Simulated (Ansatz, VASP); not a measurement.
# Au: VASP beside Ansatz

```xyz
3
Lattice="4.8066 0.0000 0.0000 -2.4033 4.1626 0.0000 0.0000 0.0000 2.8607" Properties=species:S:1:pos:R:3 pbc="T T T"
Au   -2.4033    4.1626    0.0000
Au    0.0000    2.7751    1.4304
Au    2.4033    1.3875    1.4304
```

Alike in both runs: task single point; functional BLYP; k mesh 9 × 9 × 12; occupations fermi-dirac, width 0.1 eV; no spin polarisation.

|  | VASP | Ansatz |
| --- | --- | --- |
| version | VASP 6.6.1 | Ansatz 0.2.0 |
| potentials or method | VASP PAW PBE potentials, release 64 (Au), cutoff 520 eV | plane waves (420 eV) with PAW, scalar-relativistic |
| valence electrons in the cell | 33 | 57 |

Ansatz gave:

| Item | Value |
| --- | --- |
| pressure (GPa) | 4.4 |
| traceless stress, the component that is largest in VASP (GPa) | -1.15 |

Task: What did VASP give for the same quantities?

Result: Pressure (GPa): 4.9; traceless stress, the component that is largest in VASP (GPa): -1.11.

VASP's potentials were made for PBE, not for BLYP. VASP's potentials hold 33 valence electrons a cell and Ansatz's 57, so a difference there can come from the potentials and not from the codes.

Spin-orbit coupling is off throughout.
